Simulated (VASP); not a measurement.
A run of VASP 6.6.1 is set up as follows.

Contents of INCAR:

```
SYSTEM = Tc3Pt
PREC = Accurate
ENCUT = 600
EDIFF = 1E-6
ISMEAR = -1
SIGMA = 0.05
LREAL = .FALSE.
LASPH = .TRUE.
NELM = 80
ALGO = Normal
ISIF = 3
LWAVE = .FALSE.
LCHARG = .FALSE.
GGA = CA
IBRION = 2
NSW = 80
EDIFFG = -0.03
```

Contents of KPOINTS:

```
regular mesh
0
G
  6 6 6
  0 0 0
```

Contents of POSCAR:

```
Tc3Pt
1.0
    3.8169479176      0.0000000000      0.0000000000
    0.0000000000      3.8169479176      0.0000000000
    0.0000000000      0.0000000000      3.8169479176
Tc Pt
3 1
Direct
    0.0000000000      0.0000000000      0.0000000000
    0.0000000000      0.5000000000      0.5000000000
    0.5000000000      0.0000000000      0.5000000000
    0.5000000000      0.5000000000      0.0000000000
```

Potentials or basis: VASP PAW LDA potentials, release 64 (Tc_pv, Pt).

Command:

```sh
$ cat potpaw_LDA.64/Tc_pv/POTCAR potpaw_LDA.64/Pt/POTCAR > POTCAR
$ mpirun -np 1 vasp_std > vasp.out
```

Q: What does it give for the space group after relaxing (to 0.1 Å)?

A: Pm-3m (No. 221).

Q: What does it give for the band gap on the k mesh?

A: Zero (an odd number of electrons rules out a gap without spin polarisation).

Q: Predict the relaxed volume.

A: 13.92 Å³/atom.

Q: Predict the relaxed cell.

A: a = 3.818 Å, b = 3.818 Å, c = 3.818 Å, α = 90.00°, β = 90.00°, γ = 90.00°.

Final structure:
```
Tc Pt
1.0
     3.81828    0.00000    0.00000
     0.00000    3.81828    0.00000
     0.00000    0.00000    3.81828
Tc Pt
3 1
Direct
  0.00000 0.00000 0.00000
  0.00000 0.50000 0.50000
  0.50000 0.00000 0.50000
  0.50000 0.50000 0.00000
```

Caveat: spin-orbit coupling is left out, which moves the levels of the heavy elements.
